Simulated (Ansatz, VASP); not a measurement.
**Re: VASP beside Ansatz**

Contents of INCAR:

```
SYSTEM = Re
PREC = Accurate
ENCUT = 600
EDIFF = 1E-7
ISMEAR = -1
SIGMA = 0.05
LREAL = .FALSE.
LASPH = .TRUE.
NELM = 100
ALGO = Normal
ISIF = 3
LWAVE = .FALSE.
LCHARG = .FALSE.
GGA = RE
IVDW = 12
IBRION = 2
NSW = 60
EDIFFG = -0.01
```

The input KPOINTS:

```
Automatic mesh
0
G
  11 11 6
  0 0 0
```

File POSCAR:

```
Re
1.0
    2.7608000000      0.0000000000      0.0000000000
   -1.3804000000      2.3909229348      0.0000000000
    0.0000000000      0.0000000000      4.4582000000
Re
2
Direct
    0.6666666667      0.3333333333      0.7500000000
    0.3333333333      0.6666666667      0.2500000000
```

input.yaml

```yaml
crystal:
  lattice:
    - [2.7608, 0.0, 0.0]
    - [-1.3804, 2.3909229348, 0.0]
    - [0.0, 0.0, 4.4582]
  atoms:
    - { symbol: Re, position: [0.6666666667, 0.3333333333, 0.75] }
    - { symbol: Re, position: [0.3333333333, 0.6666666667, 0.25] }
hamiltonian:
  xc: revpbe
  pseudopotentials: { kind: paw }
  dispersion: d3bj
kpoints:
  mp_grid: { grid: [11, 11, 6] }
scf:
  occupations: { method: fermi_dirac, width: 0.05 }
output:
  forces: true
  stress: true
relax:
  f_tol: 0.01
  max_steps: 40
  cell: { stress_tol: 0.05 }
```

Alike in both runs: task relaxation of cell and atoms; functional revPBE; dispersion D3(BJ); k mesh 11 × 11 × 6; occupations fermi-dirac, width 0.05 eV; no spin polarisation.

|  | VASP | Ansatz |
| --- | --- | --- |
| version | VASP 6.6.1 | Ansatz 0.2.0 |
| potentials or method | VASP PAW PBE potentials, release 64 (Re) | Ansatz PAW |
| plane-wave cutoff (eV) | 600 | 420 |
| valence electrons in the cell | 14 | 30 |

VASP gave:

* relaxed volume (Å³/atom): 14.53
* relaxed length of the cell vector where the two differ most in proportion (Å): 4.440

Q: Which values does Ansatz return?

A: Relaxed volume (Å³/atom): 14.54; relaxed length of the cell vector where the two differ most in proportion (Å): 4.444.

VASP's potentials were made for PBE, not for revPBE. VASP's potentials hold 14 valence electrons a cell and Ansatz's 30, so a difference there can come from the potentials and not from the codes.

Neither program's run includes spin-orbit coupling. Noted on Ansatz's run: the plane-wave basis is chosen anew once the cell has moved, so the energies of steps on either side of that aren't comparable.
